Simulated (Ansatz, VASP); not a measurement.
# GaBiPt: VASP beside Ansatz

Contents of INCAR:

```
SYSTEM = GaBiPt
  PREC = Accurate
  ENCUT = 500
  EDIFF = 1E-7
  ISMEAR = 0
  SIGMA = 0.05
  LREAL = .FALSE.
  LASPH = .TRUE.
  NELM = 120
  ALGO = Normal
  ISIF = 3
  LWAVE = .FALSE.
  LCHARG = .FALSE.
  GGA = PS
  IBRION = 2
  NSW = 70
  EDIFFG = -0.01
  GGA_COMPAT = .FALSE.
  NELMIN = 4
  KPAR = 4
```

KPOINTS

```
regular mesh
0
G
  4 8 4
  0 0 0
```

File POSCAR:

```
GaBiPt
1.0
    7.2204564143      0.0000000000      0.0000000000
    0.0000000000      4.0951199705      0.0000000000
    0.0000000000      0.0000000000      8.0750868389
Bi Ga Pt
4 4 4
Direct
    0.9521637209      0.2500000000      0.6673127638
    0.4521637209      0.2500000000      0.8326872362
    0.0478362791      0.7500000000      0.3326872362
    0.5478362791      0.7500000000      0.1673127638
    0.3616284475      0.2500000000      0.4311802861
    0.8616284475      0.2500000000      0.0688197139
    0.6383715525      0.7500000000      0.5688197139
    0.1383715525      0.7500000000      0.9311802861
    0.2164096777      0.2500000000      0.1195383403
    0.7164096777      0.2500000000      0.3804616597
    0.7835903223      0.7500000000      0.8804616597
    0.2835903223      0.7500000000      0.6195383403
```

Input for Ansatz:

```yaml
crystal:
  lattice:
    - [7.2204564143, 0.0, 0.0]
    - [0.0, 4.0951199705, 0.0]
    - [0.0, 0.0, 8.0750868389]
  atoms:
    - { symbol: Bi, position: [0.9521637209, 0.25, 0.6673127638] }
    - { symbol: Bi, position: [0.4521637209, 0.25, 0.8326872362] }
    - { symbol: Bi, position: [0.0478362791, 0.75, 0.3326872362] }
    - { symbol: Bi, position: [0.5478362791, 0.75, 0.1673127638] }
    - { symbol: Ga, position: [0.3616284475, 0.25, 0.4311802861] }
    - { symbol: Ga, position: [0.8616284475, 0.25, 0.0688197139] }
    - { symbol: Ga, position: [0.6383715525, 0.75, 0.5688197139] }
    - { symbol: Ga, position: [0.1383715525, 0.75, 0.9311802861] }
    - { symbol: Pt, position: [0.2164096777, 0.25, 0.1195383403] }
    - { symbol: Pt, position: [0.7164096777, 0.25, 0.3804616597] }
    - { symbol: Pt, position: [0.7835903223, 0.75, 0.8804616597] }
    - { symbol: Pt, position: [0.2835903223, 0.75, 0.6195383403] }
basis:
  ecutwfc: 420
kpoints:
  mp_grid: { grid: [4, 8, 4] }
hamiltonian:
  xc: pbesol
scf:
  occupations: { method: gaussian, width: 0.05 }
output:
  forces: true
  stress: true
  eigenvalues: true
relax:
  adjacent_minimum: "off"
  f_tol: 0.01
  max_steps: 50
  cell: { stress_tol: 0.1 }
```

Alike in both runs: task relaxation of cell and atoms; functional PBEsol; k mesh 4 × 8 × 4; occupations gaussian, width 0.05 eV; no spin polarisation.

```csv
,VASP,Ansatz
version,VASP 6.6.1,Ansatz 0.2.0
potentials or method,"VASP PAW PBE potentials, release 64 (Bi_d, Ga_d, Pt), cutoff 500 eV","scalar-relativistic, plane waves, PAW"
valence electrons in the cell,152,184
```

```tsv
	VASP	Ansatz	Ansatz less VASP
gap on the k mesh at the Fermi level, each at its own relaxed structure (eV)	none	none	-
relaxed volume (Å³/atom)	19.81	19.81	-0.002
relaxed cell length with the largest relative difference (Å)	4.057	4.056	-0.0009
```

VASP's potentials were made for PBE, not for PBEsol. A gap of «none» marks a metal or a gap that the smearing closes. VASP's potentials hold 152 valence electrons a cell and Ansatz's 184, so a difference there can come from the potentials and not from the codes.

Spin-orbit coupling is off throughout.
